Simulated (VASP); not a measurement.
# CdS (P6_3mc) in VASP: a series of runs

CdS is run at these levels: PBE; tasks: relaxation of cell and atoms.

All numbers are computed with VASP 6.6.1; they aren't measurements. Logs are shortened: lines on timing, memory, paths and dates and some standing lists are left out, and cuts for length are marked.

### Step 1. The cell of the first run

Symmetry: P6_3mc, No. 186, hexagonal system. Conventional cell: a = 3.874 Å, b = 3.874 Å, c = 6.320 Å, α = 90.00°, β = 90.00°, γ = 120.00°. Within 3.1 Å of Cd (site symmetry 3m) lie 4 S at 2.37 Å. Within 3.1 Å of S (site symmetry 3m) lie 4 Cd at 2.37 Å.

### Step 2. Relaxation of cell and atoms, PBE, target pressure 25 GPa, at which the enthalpy is minimised

Contents of INCAR:

```
ALGO = Normal
EDIFF = 1E-7
EDIFFG = -0.008
ENCUT = 600
GGA = PE
IBRION = 2
ISIF = 3
ISMEAR = 0
LASPH = True
LCHARG = False
LREAL = False
LWAVE = False
NELM = 60
NSW = 70
PREC = Accurate
PSTRESS = 250.0
SIGMA = 0.02
```

Contents of KPOINTS:

```
k-points
0
Gamma
  9 9 4
```

Contents of POSCAR:

```
CdS
1.0
    3.8739540482      0.0000000000      0.0000000000
   -1.9369770241      3.3549426188      0.0000000000
    0.0000000000      0.0000000000      6.3195603560
Cd S
2 2
Direct
    0.6666666667      0.3333333333      0.5007224142
    0.3333333333      0.6666666667      0.0007224142
    0.6666666667      0.3333333333      0.8762775858
    0.3333333333      0.6666666667      0.3762775858
```

Potentials or basis: VASP PAW PBE potentials, release 64 (Cd, S).

Command:

```sh
cat potpaw_PBE.64/Cd/POTCAR potpaw_PBE.64/S/POTCAR > POTCAR
mpirun -np 1 vasp_std > vasp.out
```

OUTCAR:

```text
EDIFF = 1E-7
   EDIFFG = -0.008
   ENCUT = 600
   GGA = PE
   IBRION = 2
   ISIF = 3
   ISMEAR = 0
   LASPH = True
   LREAL = False
   NELM = 60
   NSW = 70
   PREC = Accurate
   PSTRESS = 250.0

 ion  position               nearest neighbor table
   1  0.667  0.333  0.501-   4 2.37   4 2.37   4 2.37   3 2.37
   2  0.333  0.667  0.001-   3 2.37   3 2.37   3 2.37   4 2.37
   3  0.667  0.333  0.876-   2 2.37   2 2.37   2 2.37   1 2.37
   4  0.333  0.667  0.376-   1 2.37   1 2.37   1 2.37   2 2.37

  LATTYP: Found a hexagonal cell.
 ALAT       =     3.8739540482
 C/A-ratio  =     1.6312946094

  Lattice vectors:

 A1 = (   3.8739540482,   0.0000000000,   0.0000000000)
 A2 = (  -1.9369770241,   3.3549426188,   0.0000000000)
 A3 = (   0.0000000000,   0.0000000000,   6.3195603560)

Analysis of symmetry for initial positions (statically):
=====================================================================
 Subroutine PRICEL returns:
 Original cell was already a primitive cell.

 Routine SETGRP: Setting up the symmetry group for a
 hexagonal supercell.

 Subroutine GETGRP returns: Found 12 space group operations
 (whereof  6 operations were pure point group operations)
 out of a pool of 24 trial point group operations.

The static configuration has the point symmetry C_3v.
 The point group associated with its full space group is C_6v.

Analysis of symmetry for dynamics (positions and initial velocities):
=====================================================================
 Subroutine PRICEL returns:
 Original cell was already a primitive cell.

 Routine SETGRP: Setting up the symmetry group for a
 hexagonal supercell.

 Subroutine GETGRP returns: Found 12 space group operations
 (whereof  6 operations were pure point group operations)
 out of a pool of 24 trial point group operations.

The dynamic configuration has the point symmetry C_3v.
 The point group associated with its full space group is C_6v.

 Subroutine INISYM returns: Found 12 space group operations
 (whereof  6 operations are pure point group operations),
 and found     1 'primitive' translations

----------------------------------------------------------------------------------------

                                     Primitive cell

  volume of cell :      82.1347

  direct lattice vectors                    reciprocal lattice vectors
     3.873954048  0.000000000  0.000000000     0.258134192  0.149033846  0.000000000
    -1.936977024  3.354942619  0.000000000     0.000000000  0.298067691  0.000000000
     0.000000000  0.000000000  6.319560356     0.000000000  0.000000000  0.158238856

  length of vectors
     3.873954048  3.873954048  6.319560356     0.298067691  0.298067691  0.158238856

  position of ions in fractional coordinates (direct lattice)
     0.666666667  0.333333333  0.500722414
     0.333333333  0.666666667  0.000722414
     0.666666667  0.333333333  0.876277586
     0.333333333  0.666666667  0.376277586

  ion indices of the primitive-cell ions
   primitive index   ion index
                 1           1
                 2           2
                 3           3
                 4           4

----------------------------------------------------------------------------------------

 KPOINTS: k-points

Automatic generation of k-mesh.
 Grid dimensions read from file:
 generate k-points for:    9    9    4

 Generating k-lattice:

  Cartesian coordinates                     Fractional coordinates (reciprocal lattice)
     0.028681577  0.016559316  0.000000000     0.111111111  0.000000000  0.000000000
     0.000000000  0.033118632  0.000000000     0.000000000  0.111111111  0.000000000
     0.000000000  0.000000000  0.039559714     0.000000000  0.000000000  0.250000000

  Length of vectors
     0.033118632  0.033118632  0.039559714

  Shift w.r.t. Gamma in fractional coordinates (k-lattice)
     0.000000000  0.000000000  0.000000000

 Subroutine IBZKPT returns following result:
 ===========================================

 Found     36 irreducible k-points:

 Following reciprocal coordinates:
            Coordinates               Weight
  0.000000  0.000000  0.000000      1.000000
  0.111111  0.000000  0.000000      6.000000
  0.222222  0.000000  0.000000      6.000000
  0.333333 -0.000000  0.000000      6.000000
  0.444444  0.000000  0.000000      6.000000
  0.111111  0.111111  0.000000      6.000000
[... 16 lines left out ...]
  0.333333  0.222222  0.250000     24.000000
  0.333333  0.333333  0.250000      4.000000
 [... further k-points ...]
   k-points           NKPTS =     36   k-points in BZ     NKDIM =     36   number of bands    NBANDS=     22
   number of dos      NEDOS =    301   number of ions     NIONS =      4
   total plane-waves  NPLWV =  51200
   dimension x,y,z NGX =    32 NGY =   32 NGZ =   50
   dimension x,y,z NGXF=    64 NGYF=   64 NGZF=  100
   ions per type =               2   2
   NGX,Y,Z   is equivalent  to a cutoff of  13.73, 13.73, 13.15 a.u.
   NGXF,Y,Z  is equivalent  to a cutoff of  27.46, 27.46, 26.31 a.u.
 SYSTEM =  unknown system
   PREC   = accura    normal or accurate (medium, high low for compatibility)
   ISTART =      0    job   : 0-new  1-cont  2-samecut
   ICHARG =      2    charge: 1-file 2-atom 10-const
   ISPIN  =      1    spin polarized calculation?
   LNONCOLLINEAR =      F non collinear calculations
   LSORBIT =      F    spin-orbit coupling
   LASPH  =      T    aspherical Exc in radial PAW
   ENCUT  =  600.0 eV  44.10 Ry    6.64 a.u.   7.74  7.74 12.62*2*pi/ulx,y,z
   NELM   =     60;   NELMIN=  2; NELMDL= -5     # of ELM steps
   EDIFF  = 0.1E-06   stopping-criterion for ELM
   LREAL  =      F    real-space projection
   EDIFFG = -.8E-02   stopping-criterion for IOM
   NSW    =     70    number of steps for IOM
   IBRION =      2    ionic relax: 0-MD 1-quasi-New 2-CG
   NFREE  =      1    steps in history (QN), initial steepest desc. (CG)
   ISIF   =      3    stress and relaxation
   ISYM   =      2    0-nonsym 1-usesym 2-fastsym
   POTIM  = 0.5000    time-step for ionic-motion
   TEBEG  =    0.0;   TEEND  =   0.0 temperature during run
   PSTRESS=  250.0 pullay stress
   NELECT =      36.0000    total number of electrons
   NUPDOWN=      -1.0000    fix difference up-down
   EMIN   =  10.00;   EMAX   =-10.00  energy-range for DOS
   EFERMI =   0.00;   METHOD = LEGACY
   ISMEAR =     0;   SIGMA  =   0.02  broadening in eV -4-tet -1-fermi 0-gaus
   EFERMI_NEDOS =   21; number of points for ismear=-14 and -15
   IALGO  =     38    algorithm
   IMIX   =      4    mixing-type and parameters
     AMIX     =   0.40;   BMIX     =  1.00
     AMIX_MAG =   1.60;   BMIX_MAG =  1.00
  volume/ion in A,a.u.               =      20.53       138.57
  Fermi-wavevector in a.u.,A,eV,Ry     =   1.243560  2.349988 21.040624  1.546442
  Thomas-Fermi vector in A             =   2.377866
   LORBIT       =      0    0 simple, 1 ext, 2 COOP (PROOUT), +10 PAW based schemes
   GGA     = PE    functional components
   LHFCALC =     F    Hartree Fock is set to
   AEXX    =    0.0000 exact exchange contribution
   IVDW    =     0    specifies the selected vdW correction
   LEPSILON=     F    determine dielectric tensor
   LRPA    =     F    only Hartree local field effects (RPA)
 conjugate gradient relaxation of ions
 non-spin polarized calculation
 Gauss-broadening in eV      SIGMA  =   0.02
  energy-cutoff  :      600.00
  volume of cell :       82.13
 maximum number of plane-waves:      2786
 NGX is ok and might be reduce to    32
   NGX = 15   NGY = 15   NGZ = 25

--------------------------------------- Ionic step        1  -------------------------------------------

 number of electron      35.9999998 magnetization

 Free energy of the ion-electron system (eV)
  ---------------------------------------------------
  ext. energy  EPLUGINS =         0.00000000
  ---------------------------------------------------
  free energy    TOTEN  =       -11.02922808 eV

  energy without entropy =      -11.02922808  energy(sigma->0) =      -11.02922808

------------------------ aborting loop because EDIFF is reached ----------------------------------------

  FORCE on cell =-STRESS in cart. coord.  units (eV):
  Direction    XX          YY          ZZ          XY          YZ          ZX
  --------------------------------------------------------------------------------------
  -------------------------------------------------------------------------------------
  Total       11.5010172     11.5010172     11.5896019      0.0000000     -0.0000000      0.0000000
  in kB      224.3470737    224.3470737    226.0750704      0.0000000     -0.0000000      0.0000000
  external PRESSURE =     -25.0769274 kB  Pullay stress =     250.0000000 kB
[... 99 lines left out ...]
  FREE ENERGIE OF THE ION-ELECTRON SYSTEM (eV)
  ---------------------------------------------------
  free  energy   TOTEN  =       -10.8267837143 eV

  energy  without entropy=      -10.8267837143  energy(sigma->0) =      -10.82678371

  enthalpy is  TOTEN    =         1.7758821332 eV   P V=       12.6026658475

[... ionic steps 4 to 21 ...]

--------------------------------------- Ionic step       22  -------------------------------------------

 number of electron      36.0000000 magnetization

------------------------ aborting loop because EDIFF is reached ----------------------------------------

  FORCE on cell =-STRESS in cart. coord.  units (eV):
  Direction    XX          YY          ZZ          XY          YZ          ZX
  --------------------------------------------------------------------------------------
  -------------------------------------------------------------------------------------
  Total       12.5352973     12.5352973     12.5903988      0.0000000      0.0000000      0.0000000
  in kB      250.3998869    250.3998868    251.5005727      0.0000000      0.0000000      0.0000000
  external PRESSURE =       0.7667821 kB  Pullay stress =     250.0000000 kB
[... 65 lines left out ...]
  enthalpy is  TOTEN    =         1.7670568379 eV   P V=       12.5175722477

--------------------------------------- Ionic step       24  -------------------------------------------

 number of electron      36.0000000 magnetization

 Free energy of the ion-electron system (eV)
  ---------------------------------------------------
  ext. energy  EPLUGINS =         0.00000000
  ---------------------------------------------------
  free energy    TOTEN  =       -10.75383639 eV

  energy without entropy =      -10.75383639  energy(sigma->0) =      -10.75383639

 E-fermi :   3.6647     XC(G=0): -10.2018

 val. band max:        3.5237121025   @ k =   0.0000   0.0000   0.0000
 cond. band min:       4.9285230326   @ k =   0.0000   0.0000   0.0000
 fundamental gap:      1.4048109301
 Fermi energy:         3.6646674772

 k-point     1 :       0.0000    0.0000    0.0000
  band No.  band energies     occupation
      1     -10.4989      2.00000
      2      -9.8639      2.00000
      3      -5.4775      2.00000
      4      -5.2776      2.00000
      5      -5.2776      2.00000
      6      -5.1219      2.00000
[... 574 lines left out ...]
      6      -4.8835      2.00000
[... 14 lines left out ...]
     21       8.3972      0.00000
     22      10.3554      0.00000

 [... further k-points ...]
[... 5 lines left out ...]
  --------------------------------------------------------------------------------------
  -------------------------------------------------------------------------------------
  Total       12.5292724     12.5292724     12.5218601      0.0000000      0.0000000      0.0000000
  in kB      250.1674291    250.1674289    250.0194306      0.0000000      0.0000000      0.0000000
  external PRESSURE =       0.1180962 kB  Pullay stress =     250.0000000 kB
[... 19 lines left out ...]
  FREE ENERGIE OF THE ION-ELECTRON SYSTEM (eV)
  ---------------------------------------------------
  free  energy   TOTEN  =       -10.7538363889 eV

  energy  without entropy=      -10.7538363889  energy(sigma->0) =      -10.75383639

  enthalpy is  TOTEN    =         1.7670506014 eV   P V=       12.5208869903

 reached required accuracy - stopping structural energy minimisation
```

It took 12 min on 1 thread of Intel Xeon Platinum 8488C (Sapphire Rapids), shared host; peak memory 0.27 GiB.

Results:

```
Free energy                                                : -10.7538 eV
Relaxed volume                                             : 20.06 Å³/atom
Relaxed cell                                               : a = 3.746 Å, b = 3.746 Å, c = 6.604 Å, α = 90.00°, β = 90.00°, γ = 120.00°
Space group after relaxing (to 0.1 Å)                      : P6_3mc (No. 186)
Energy change on relaxing (the run minimises the enthalpy) : +68.8 meV/atom
Ionic steps                                                : 24
Pressure after relaxing                                    : 25.0 GPa
Band gap on the k mesh                                     : 1.40 eV
```

The path:
```csv
step,energy change (eV),largest force (eV/Å),pressure (GPa),volume (Å³)
1,0.0000,0.0150,22.49,82.13
2,0.6112,0.0335,29.87,78.37
3,0.2024,0.0209,24.99,80.77
4,0.2067,0.0210,25.04,80.74
5,0.2069,0.0211,25.04,80.74
6,0.2074,0.0214,25.04,80.73
7,0.2087,0.0207,25.04,80.72
8,0.2119,0.0141,25.04,80.69
9,0.2216,0.0227,24.95,80.60
10,0.2599,0.2019,24.54,80.36
11,0.2323,0.0867,24.83,80.53
12,0.2376,0.1104,24.78,80.49
13,0.2381,0.1088,24.78,80.49
14,0.2396,0.1047,24.77,80.48
15,0.2426,0.0967,24.77,80.46
16,0.2490,0.0812,24.75,80.42
17,0.2629,0.0529,24.72,80.33
18,0.2599,0.0585,24.73,80.34
19,0.2635,0.0502,24.79,80.32
20,0.2710,0.0328,24.91,80.27
21,0.2863,0.0012,25.17,80.17
22,0.2810,0.0106,25.08,80.21
23,0.2787,0.0061,25.05,80.22
24,0.2754,0.0003,25.01,80.24
```

Final structure:
```
CELL_PARAMETERS angstrom
3.74562 0.00000 0.00000
-1.87281 3.24380 0.00000
0.00000 0.00000 6.60432
ATOMIC_POSITIONS crystal
Cd 0.66667 0.33333 0.51186
Cd 0.33333 0.66667 0.01186
S 0.66667 0.33333 0.86514
S 0.33333 0.66667 0.36514
```

Caveat: the cell is relaxed towards a set pressure, so the run minimises the enthalpy, not the energy.

### Step 3. Relaxation of cell and atoms, PBE, target pressure 12 GPa, at which the enthalpy is minimised

This run uses another cell than the first one, of 22.53 Å³/atom.

Contents of INCAR:

```
ALGO = Normal
EDIFF = 1E-7
EDIFFG = -0.008
ENCUT = 600
GGA = PE
IBRION = 2
ISIF = 3
ISMEAR = 0
LASPH = T
LCHARG = F
LREAL = F
LWAVE = F
NELM = 60
NSW = 70
PREC = Accurate
PSTRESS = 120.0
SIGMA = 0.02
```

KPOINTS is that of step 2.

Contents of POSCAR:

```
CdS
1.0
    3.9985903818      0.0000000000      0.0000000000
   -1.9992951909      3.4628808499      0.0000000000
    0.0000000000      0.0000000000      6.5091284733
Cd S
2 2
Direct
    0.6666666667      0.3333333333      0.5002928201
    0.3333333333      0.6666666667      0.0002928201
    0.6666666667      0.3333333333      0.8767071799
    0.3333333333      0.6666666667      0.3767071799
```

Potentials or basis: VASP PAW PBE potentials, release 64 (Cd, S).

Command:

```sh
cat potpaw_PBE.64/Cd/POTCAR potpaw_PBE.64/S/POTCAR > POTCAR
mpirun -np 1 vasp_std > vasp.out
```

Run time: 5.1 min. Hardware: 1 thread of Intel Xeon Platinum 8488C (Sapphire Rapids), shared host; peak memory 0.28 GiB.

The run converged. Its results:

| Item | Value |
| --- | --- |
| Free energy | -11.8032 eV |
| Relaxed volume | 22.36 Å³/atom |
| Relaxed cell | a = 3.982 Å, b = 3.982 Å, c = 6.515 Å, α = 90.00°, β = 90.00°, γ = 120.00° |
| Space group after relaxing (to 0.1 Å) | P6_3mc (No. 186) |
| Energy change on relaxing (the run minimises the enthalpy) | +12.2 meV/atom |
| Ionic steps | 10 |
| Pressure after relaxing | 12.0 GPa |
| Band gap on the k mesh | 1.45 eV |

Forces in eV/Å, atoms in the order of the input:
```
Cd   0.000  0.000 -0.002
Cd   0.000  0.000 -0.002
S    0.000  0.000  0.002
S    0.000  0.000  0.002
```

The path:
```
step  energy change (eV)  largest force (eV/Å)  pressure (GPa)  volume (Å³)
   1              0.0000                0.0117           11.22        90.13
   2              0.1068                0.0061           12.87        88.71
   3              0.0502                0.0091           11.99        89.44
   4              0.0512                0.0091           12.02        89.42
   5              0.0512                0.0068           12.02        89.42
   6              0.0514                0.0001           12.02        89.42
   7              0.0517                0.0136           12.03        89.42
   8              0.0514                0.0123           12.02        89.42
   9              0.0506                0.0089           12.01        89.43
  10              0.0490                0.0021           11.98        89.45
```

Final structure:
```cif
data_structure
_symmetry_space_group_name_H-M 'P 1'
_symmetry_Int_Tables_number 1
_cell_length_a 3.9819
_cell_length_b 3.9819
_cell_length_c 6.5145
_cell_angle_alpha 90.000
_cell_angle_beta 90.000
_cell_angle_gamma 120.000
_cell_volume 89.45
loop_
_atom_site_label
_atom_site_type_symbol
_atom_site_fract_x
_atom_site_fract_y
_atom_site_fract_z
_atom_site_occupancy
Cd1 Cd 0.66667 0.33333 0.50117 1
Cd2 Cd 0.33333 0.66667 0.00117 1
S1 S 0.66667 0.33333 0.87583 1
S2 S 0.33333 0.66667 0.37583 1
```

Levels at points of the mesh, in eV from the valence-band top:
| k point | band 15 | band 16 | band 17 | band 18 | band 19 | band 20 | band 21 | band 22 |
| --- | --- | --- | --- | --- | --- | --- | --- | --- |
| (0.00, 0.00, 0.00) | -0.92 | -0.08 | 0.00 | 0.00 | 1.45 | 2.96 | 6.45 | 6.46 |
| (0.00, 0.00, 0.50) | -0.48 | -0.48 | -0.48 | -0.48 | 3.08 | 3.08 | 6.28 | 6.28 |

Caveat: the cell is relaxed towards a set pressure, so the run minimises the enthalpy, not the energy.

(Part 1 of 2 ends here.)
